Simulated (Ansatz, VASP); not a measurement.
# Two plane-wave programs on MgF2

```
Mg F
1.0
     4.76068    0.00000    0.00000
     0.00000    4.76068    0.00000
     0.00000    0.00000    3.13750
Mg F
2 4
Direct
  0.00000 0.00000 0.00000
  0.50000 0.50000 0.50000
  0.30516 0.30516 0.00000
  0.19484 0.80516 0.50000
  0.80516 0.19484 0.50000
  0.69484 0.69484 0.00000
```

Change from the starting cell: hydrostatic strain +3.0%.

Alike in both runs: task single point; functional r2SCAN; k mesh 6 × 6 × 8; no spin polarisation.

```csv
,VASP,Ansatz
version,VASP 6.6.1,Ansatz 0.2.0
potentials or method,"VASP PAW PBE potentials, release 64 (Mg, F)","plane waves, PAW"
plane-wave cutoff (eV),660,500
occupations,"gaussian, width 0.01 eV",fixed
valence electrons in the cell,32,48
```

|  | VASP | Ansatz | Ansatz less VASP |
| --- | --- | --- | --- |
| gap on the k mesh at the Fermi level (eV) | 7.43 | 7.47 | +0.039 |
| pressure (GPa) | -9.0 | -7.7 | +1.33 |
| traceless stress, the component that is largest in VASP (GPa) | -0.88 | -0.78 | +0.101 |
| rms of the force components (eV/Å) | 0.003 | 0.001 | -0.0022 |

VASP's potentials were made for PBE, not for r2SCAN. Atom by atom the forces differ by 0.004 eV/Å (rms over components). VASP's potentials hold 32 valence electrons a cell and Ansatz's 48, so a difference there can come from the potentials and not from the codes.
